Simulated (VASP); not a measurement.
A run of VASP 6.6.1:

Contents of INCAR:

```
SYSTEM = Si3Sn
ALGO = Normal ; EDIFF = 1E-6
ENCUT = 520 ; GGA = PE
ISIF = 2 ; ISMEAR = 0
LASPH = .True. ; LCHARG = .False.
LREAL = .False. ; LWAVE = .False.
NBANDS = 21 ; NELM = 100
PREC = Accurate ; SIGMA = 0.1
```

The input KPOINTS:

```
k-points
0
Gamma
  18 18 6
  0 0 0
```

File POSCAR:

```
Si3Sn
1.0
    3.5639225770      0.0000000000      0.0000000000
   -1.7819612885      3.0864474888      0.0000000000
    0.0000000000      0.0000000000      7.1717262019
Si Sn
3 1
Direct
    0.3333333333      0.6666666667      0.6944688051
    0.3333333333      0.6666666667      0.3055311949
    0.6666666667      0.3333333333      0.5000000000
    0.6666666667      0.3333333333      0.0000000000
```

Potentials or basis: VASP PAW PBE potentials, release 64 (Si, Sn_d).

Command:

```sh
$ cat potpaw_PBE.64/Si/POTCAR potpaw_PBE.64/Sn_d/POTCAR > POTCAR
$ mpirun -np 1 vasp_std > vasp.out
```

Hardware: 1 thread of AMD EPYC 7R43 64-Core Processor (Zen 3) (shared host).

**Question.** How long does it take, and how much memory?

**Answer.** It took 2.5 min on 1 thread of AMD EPYC 7R43 64-Core Processor (Zen 3), with other jobs on the host, peak memory 0.32 GiB. Counts: scf iterations 13, k points 148.
